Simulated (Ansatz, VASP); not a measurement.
**One calculation of Ir, two programs**

```xyz
1
Lattice="0.0000 1.9549 1.9549 1.9549 0.0000 1.9549 1.9549 1.9549 0.0000" Properties=species:S:1:pos:R:3 pbc="T T T"
Ir    0.0000    0.0000    0.0000
```

Alike in both runs: task single point; functional LDA; k mesh 22 × 22 × 22; occupations gaussian, width 0.15 eV; no spin polarisation.

```csv
,VASP,Ansatz
version,VASP 6.6.1,Ansatz 0.2.0
potentials or method,"VASP PAW LDA potentials, release 64 (Ir_sv_GW), cutoff 500 eV","scalar-relativistic, plane waves, PAW"
valence electrons in the cell,17,17
```

```tsv
	VASP	Ansatz	Ansatz less VASP
gap on the k mesh at the Fermi level (eV)	none	none	-
pressure (GPa)	-27.3	-25.5	+1.78
```

Ansatz warns that its potentials were made for another functional, while VASP's fit it. LDA's correlation is that of Perdew and Zunger in VASP and of Perdew and Wang (1992) in Ansatz. A gap of «none» marks a metal or a gap that the smearing closes.

Neither program's run includes spin-orbit coupling.
